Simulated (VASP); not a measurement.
# Bi (C2/m) in VASP: settings compared

Bi is run at these levels: PBE, LDA; tasks: single point.

Program: VASP 6.6.1. These are calculated values, not measurements. Logs are shortened: lines on timing, memory, paths and dates and some standing lists are left out, and cuts for length are marked.

### Step 1. The cell of the first run

It takes space group C2/m (No. 12, monoclinic). The conventional cell has a = 7.069 Å, b = 6.348 Å, c = 3.403 Å, α = 90.00°, β = 112.04°, γ = 90.00°. Bi (site symmetry m) has 9 Bi at 3.25 to 4.04 Å within 4.3 Å.

### Step 2. Single point, PBE

INCAR reads:

```
PREC = Accurate
ENCUT = 520
EDIFF = 1E-6
ISMEAR = -1
SIGMA = 0.05
LREAL = False
LASPH = True
NELM = 80
ALGO = Fast
ISIF = 2
LWAVE = False
LCHARG = False
GGA = PE
NBANDS = 22
```

KPOINTS reads:

```
Automatic mesh
0
Gamma
  6 6 9
```

POSCAR reads:

```
Bi
1.0
    3.5345058698     -3.1738008589      0.0000000000
    3.5345058698      3.1738008589      0.0000000000
   -1.2768189413      0.0000000000      3.1545224618
Bi
2
Direct
    0.7530610000      0.7530610000      0.8573820000
    0.2469390000      0.2469390000      0.1426180000
```

Potentials or basis: VASP PAW PBE potentials, release 64 (Bi_d).

Command:

```
$ cat potpaw_PBE.64/Bi_d/POTCAR > POTCAR
$ mpirun -np 1 vasp_std > vasp.out
```

OUTCAR:

```text
PREC = Accurate
   ENCUT = 520
   EDIFF = 1E-6
   ISMEAR = -1
   LREAL = False
   LASPH = True
   NELM = 80
   ISIF = 2
   GGA = PE

 ion  position               nearest neighbor table
   1  0.753  0.753  0.857-   2 3.25   2 3.32   2 3.32   2 3.49
   2  0.247  0.247  0.143-   1 3.25   1 3.32   1 3.32   1 3.49

  LATTYP: Found a base centered monoclinic cell.
 ALAT       =     7.0690117396
 B/A-ratio  =     0.8979475423
 C/A-ratio  =     0.4814149259
 COS(beta)  =    -0.3751898342

  Lattice vectors:

 A1 = (   3.5345058698,  -3.1738008589,   0.0000000000)
 A2 = (   3.5345058698,   3.1738008589,   0.0000000000)
 A3 = (  -1.2768189413,   0.0000000000,   3.1545224618)

Analysis of symmetry for initial positions (statically):
=====================================================================
 Subroutine PRICEL returns:
 Original cell was already a primitive cell.

 Routine SETGRP: Setting up the symmetry group for a
 base centered monoclinic supercell.

 Subroutine GETGRP returns: Found  4 space group operations
 (whereof  4 operations were pure point group operations)
 out of a pool of  4 trial point group operations.

The static configuration has the point symmetry C_2h.

Analysis of symmetry for dynamics (positions and initial velocities):
=====================================================================
 Subroutine PRICEL returns:
 Original cell was already a primitive cell.

 Routine SETGRP: Setting up the symmetry group for a
 base centered monoclinic supercell.

 Subroutine GETGRP returns: Found  4 space group operations
 (whereof  4 operations were pure point group operations)
 out of a pool of  4 trial point group operations.

The dynamic configuration has the point symmetry C_2h.

 Subroutine INISYM returns: Found  4 space group operations
 (whereof  4 operations are pure point group operations),
 and found     1 'primitive' translations

----------------------------------------------------------------------------------------

                                     Primitive cell

  volume of cell :      70.7737

  direct lattice vectors                    reciprocal lattice vectors
     3.534505870 -3.173800859  0.000000000     0.141462490 -0.157539815  0.057258108
     3.534505870  3.173800859  0.000000000     0.141462490  0.157539815  0.057258108
    -1.276818941  0.000000000  3.154522462     0.000000000  0.000000000  0.317005192

  length of vectors
     4.750341423  4.750341423  3.403127763     0.219337457  0.219337457  0.317005192

  position of ions in fractional coordinates (direct lattice)
     0.753061000  0.753061000  0.857382000
     0.246939000  0.246939000  0.142618000

  ion indices of the primitive-cell ions
   primitive index   ion index
                 1           1
                 2           2

----------------------------------------------------------------------------------------

 KPOINTS: Automatic mesh

Automatic generation of k-mesh.
 Grid dimensions read from file:
 generate k-points for:    6    6    9

 Generating k-lattice:

  Cartesian coordinates                     Fractional coordinates (reciprocal lattice)
     0.023577082 -0.026256636  0.009543018     0.166666667  0.000000000  0.000000000
     0.023577082  0.026256636  0.009543018     0.000000000  0.166666667  0.000000000
     0.000000000  0.000000000  0.035222799     0.000000000  0.000000000  0.111111111

  Length of vectors
     0.036556243  0.036556243  0.035222799

  Shift w.r.t. Gamma in fractional coordinates (k-lattice)
     0.000000000  0.000000000  0.000000000

 Subroutine IBZKPT returns following result:
 ===========================================

 Found     97 irreducible k-points:

 Following reciprocal coordinates:
            Coordinates               Weight
  0.000000  0.000000  0.000000      1.000000
  0.166667  0.000000  0.000000      4.000000
  0.333333  0.000000  0.000000      4.000000
  0.500000  0.000000 -0.000000      2.000000
  0.166667  0.166667  0.000000      2.000000
  0.333333  0.166667 -0.000000      4.000000
[... 16 lines left out ...]
 -0.333333  0.166667  0.111111      4.000000
 -0.166667  0.166667  0.111111      4.000000
 [... further k-points ...]
   k-points           NKPTS =     97   k-points in BZ     NKDIM =     97   number of bands    NBANDS=     22
   number of dos      NEDOS =    301   number of ions     NIONS =      2
   total plane-waves  NPLWV =  36288
   dimension x,y,z NGX =    36 NGY =   36 NGZ =   28
   dimension x,y,z NGXF=    72 NGYF=   72 NGZF=   56
   ions per type =               2
   NGX,Y,Z   is equivalent  to a cutoff of  12.60, 12.60, 13.68 a.u.
   NGXF,Y,Z  is equivalent  to a cutoff of  25.20, 25.20, 27.36 a.u.
 SYSTEM =  unknown system
   PREC   = accura    normal or accurate (medium, high low for compatibility)
   ISTART =      0    job   : 0-new  1-cont  2-samecut
   ICHARG =      2    charge: 1-file 2-atom 10-const
   ISPIN  =      1    spin polarized calculation?
   LNONCOLLINEAR =      F non collinear calculations
   LSORBIT =      F    spin-orbit coupling
   LASPH  =      T    aspherical Exc in radial PAW
   ENCUT  =  520.0 eV  38.22 Ry    6.18 a.u.   8.83  8.83  6.33*2*pi/ulx,y,z
   NELM   =     80;   NELMIN=  2; NELMDL= -5     # of ELM steps
   EDIFF  = 0.1E-05   stopping-criterion for ELM
   LREAL  =      F    real-space projection
   EDIFFG = 0.1E-04   stopping-criterion for IOM
   NSW    =      0    number of steps for IOM
   IBRION =     -1    ionic relax: 0-MD 1-quasi-New 2-CG
   NFREE  =      0    steps in history (QN), initial steepest desc. (CG)
   ISIF   =      2    stress and relaxation
   ISYM   =      2    0-nonsym 1-usesym 2-fastsym
   POTIM  = 0.5000    time-step for ionic-motion
   TEBEG  =    0.0;   TEEND  =   0.0 temperature during run
   PSTRESS=    0.0 pullay stress
   NELECT =      30.0000    total number of electrons
   NUPDOWN=      -1.0000    fix difference up-down
   EMIN   =  10.00;   EMAX   =-10.00  energy-range for DOS
   EFERMI =   0.00;   METHOD = LEGACY
   ISMEAR =    -1;   SIGMA  =   0.05  broadening in eV -4-tet -1-fermi 0-gaus
   EFERMI_NEDOS =   21; number of points for ismear=-14 and -15
   IALGO  =     68    algorithm
   IMIX   =      4    mixing-type and parameters
     AMIX     =   0.40;   BMIX     =  1.00
     AMIX_MAG =   1.60;   BMIX_MAG =  1.00
  volume/ion in A,a.u.               =      35.39       238.80
  Fermi-wavevector in a.u.,A,eV,Ry     =   1.229772  2.323932 20.576622  1.512339
  Thomas-Fermi vector in A             =   2.364646
   LORBIT       =      0    0 simple, 1 ext, 2 COOP (PROOUT), +10 PAW based schemes
   GGA     = PE    functional components
   LHFCALC =     F    Hartree Fock is set to
   AEXX    =    0.0000 exact exchange contribution
   IVDW    =     0    specifies the selected vdW correction
   LEPSILON=     F    determine dielectric tensor
   LRPA    =     F    only Hartree local field effects (RPA)
 non-spin polarized calculation
 RMM-DIIS sequential band-by-band and
  energy-cutoff  :      520.00
  volume of cell :       70.77
 maximum number of plane-waves:      1927
   NGX = 17   NGY = 17   NGZ = 13

 number of electron      30.0000007 magnetization

 Free energy of the ion-electron system (eV)
  ---------------------------------------------------
  ext. energy  EPLUGINS =         0.00000000
  ---------------------------------------------------
  free energy    TOTEN  =        -7.67463425 eV

  energy without entropy =       -7.66605903  energy(sigma->0) =       -7.67034664

 E-fermi :   6.2995     XC(G=0):  -9.6019

 val. band max:        6.2714680062   @ k =   0.3333   0.3333   0.3333
 cond. band min:       6.3494726230   @ k =   0.1667   0.1667   0.0000
 fundamental gap:      0.0780046169
 Fermi energy:         6.2995122842

 k-point     1 :       0.0000    0.0000    0.0000
  band No.  band energies     occupation
      1     -16.6086      2.00000
      2     -16.5839      2.00000
      3     -16.5440      2.00000
      4     -16.5230      2.00000
      5     -16.4535      2.00000
      6     -16.4307      2.00000
[... 14 lines left out ...]
     21      14.4090      0.00000
     22      14.8744      0.00000

 k-point     2 :       0.1667    0.0000    0.0000
  band No.  band energies     occupation
      1     -16.5952      2.00000
      2     -16.5854      2.00000
      3     -16.5481      2.00000
      4     -16.5132      2.00000
      5     -16.4509      2.00000
      6     -16.4340      2.00000
[... 14 lines left out ...]
     21      14.5303      0.00000
     22      15.5153      0.00000

 k-point     3 :       0.3333    0.0000    0.0000
  band No.  band energies     occupation
      1     -16.5881      2.00000
      2     -16.5708      2.00000
      3     -16.5445      2.00000
      4     -16.4876      2.00000
      5     -16.4585      2.00000
      6     -16.4323      2.00000
[... 14 lines left out ...]
     21      15.1740      0.00000
     22      16.3708      0.00000

 k-point     4 :       0.5000    0.0000   -0.0000
  band No.  band energies     occupation
      1     -16.5893      2.00000
      2     -16.5695      2.00000
      3     -16.5181      2.00000
      4     -16.4773      2.00000
      5     -16.4625      2.00000
      6     -16.4401      2.00000
[... 14 lines left out ...]
     21      14.7926      0.00000
     22      15.1731      0.00000

 k-point     5 :       0.1667    0.1667    0.0000
  band No.  band energies     occupation
      1     -16.5892      2.00000
      2     -16.5824      2.00000
      3     -16.5389      2.00000
      4     -16.5053      2.00000
      5     -16.4526      2.00000
      6     -16.4397      2.00000
[... 417 lines left out ...]
 k-point    22 :       0.5000    0.1667    0.1111
  band No.  band energies     occupation
      1     -16.5730      2.00000
      2     -16.5614      2.00000
      3     -16.5137      2.00000
      4     -16.4656      2.00000
      5     -16.4540      2.00000
      6     -16.4376      2.00000
[... 14 lines left out ...]
     21      15.8581      0.00000
     22      15.9386      0.00000

 k-point    23 :      -0.3333    0.1667    0.1111
  band No.  band energies     occupation
      1     -16.5740      2.00000
      2     -16.5553      2.00000
      3     -16.5504      2.00000
      4     -16.4832      2.00000
      5     -16.4404      2.00000
      6     -16.4399      2.00000
[... 14 lines left out ...]
     21      15.1857      0.00000
     22      15.9837      0.00000

 k-point    24 :      -0.1667    0.1667    0.1111
  band No.  band energies     occupation
      1     -16.5802      2.00000
      2     -16.5677      2.00000
      3     -16.5425      2.00000
      4     -16.5007      2.00000
      5     -16.4465      2.00000
      6     -16.4381      2.00000
[... 14 lines left out ...]
     21      15.3224      0.00000
     22      15.4365      0.00000

 [... further k-points ...]
[... 5 lines left out ...]
  --------------------------------------------------------------------------------------
  -------------------------------------------------------------------------------------
  Total       -0.7546995     -1.0682782     -0.4854914      0.0000000      0.0000000     -0.1113911
  in kB      -17.0849082    -24.1837104    -10.9905681      0.0000000      0.0000000     -2.5216742
  external PRESSURE =     -17.4197289 kB  Pullay stress =       0.0000000 kB

 VOLUME and BASIS-vectors are now :
 -----------------------------------------------------------------------------
  energy-cutoff  :      520.00
  volume of cell :       70.77
      direct lattice vectors                 reciprocal lattice vectors
     3.534505870 -3.173800859  0.000000000     0.141462490 -0.157539815  0.057258108
     3.534505870  3.173800859  0.000000000     0.141462490  0.157539815  0.057258108
    -1.276818941  0.000000000  3.154522462     0.000000000  0.000000000  0.317005192

 POSITION                                       TOTAL-FORCE (eV/Angst)
 -----------------------------------------------------------------------------------
      4.22868      0.00000      2.70463         0.080053      0.000000      0.044748
      1.56352      0.00000      0.44989        -0.080053      0.000000     -0.044748
 -----------------------------------------------------------------------------------
    total drift:                               -0.000000      0.000000      0.000000

  FREE ENERGIE OF THE ION-ELECTRON SYSTEM (eV)
  ---------------------------------------------------
  free  energy   TOTEN  =        -7.6746342531 eV

  energy  without entropy=       -7.6660590282  energy(sigma->0) =       -7.67034664
```

It took 57 s on 1 thread of AMD EPYC 9R45 (Zen 5), shared host; peak memory 0.22 GiB.

Results:

```yaml
Free_energy: -7.6746 eV
Pressure: -1.7 GPa
Largest_force: 0.092 eV/Å
Band_gap_on_the_k_mesh: zero (band 15 reaches 9.36 eV, above the bottom of band 16 at 4.72 eV)
```

Forces on the atoms (eV/Å):
```
Bi   0.080  0.000  0.045
Bi  -0.080  0.000 -0.045
```

Caveat: spin-orbit coupling is left out, which moves the levels of the heavy elements.

(Part 1 of 2 ends here.)
